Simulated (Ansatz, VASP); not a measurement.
# Two plane-wave programs on Mo

```
Mo
1.0
    -1.55656    1.55656    1.55656
     1.55656   -1.55656    1.55656
     1.55656    1.55656   -1.55656
Mo
1
Direct
  0.00000 0.00000 0.00000
```

Alike in both runs: task single point; functional LDA; k mesh 14 × 14 × 14; no spin polarisation.

```csv
,VASP,Ansatz
version,VASP 6.6.1,Ansatz 0.2.0
potentials or method,"VASP PAW LDA potentials, release 64 (Mo_sv), cutoff 520 eV","plane waves (420 eV) with PAW, scalar-relativistic"
occupations,"methfessel-paxton of order 1, width 1 eV","cold, width 1 eV"
valence electrons in the cell,14,14
```

```tsv
	VASP	Ansatz	Ansatz less VASP
pressure (GPa)	0.0	-2.1	-2.07
```

Ansatz warns that its potentials were made for another functional, while VASP's fit it. LDA's correlation is that of Perdew and Zunger in VASP and of Perdew and Wang (1992) in Ansatz.
